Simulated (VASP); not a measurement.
Runs of VASP 6.6.1 on SnO2. The structure is that of space group R-3m (No. 166), or close to it. The cells are those of the table. 

```tsv
cell	gap on the mesh (eV)	pressure (GPa)	largest force (eV/Å)
a = 4.825 Å, angles 40.8°, 3 atoms	(c)	-12.7	0.19
a = 5.001 Å, angles 39.3°, 3 atoms	1.56	-15.1	0.66
a = 4.972 Å, angles 38.0°, 3 atoms	(b)	-2.8	0.01
a = 4.855 Å, angles 42.2°, 3 atoms	0.75	-21.3	0.68
a = 5.486 Å, angles 32.9°, 3 atoms	3.21	(d)	0.96
a = 5.330 Å, angles 35.3°, 3 atoms	2.43	-9.2	1.09
a = 5.305 Å, angles 34.0°, 3 atoms	3.27	(a)	0.32
a = 5.511 Å, angles 34.1°, 3 atoms	2.43	-11.5	1.60
```

Alike in all rows: task single point; level r2SCAN; potentials or basis VASP PAW PBE potentials, release 64 (Sn_d, O); no spin polarisation; k mesh 12 × 12 × 12; cutoff (eV) 520; smearing gaussian 0.05 eV.

Problem. Estimate the missing entries.

Solution. (a) 5.9; (b) 2.44; (c) 1.53; (d) 1.7.

Caveats: the PAW data sets were made with another functional, which shifts forces and pressure a little; spin-orbit coupling is left out, which moves the levels of the heavy elements; the cell stands under tension (at least some runs); the stress differs along the axes, from -17 to -4 GPa (at least some runs); the stress differs along the axes, from -19 to -7 GPa (at least some runs); the stress differs along the axes, from -28 to -8 GPa (at least some runs); semilocal functionals underestimate gaps, and a narrow one can read as zero (at least some runs).

A k mesh can miss the band edges, and the runs leave out spin-orbit coupling on Sn.
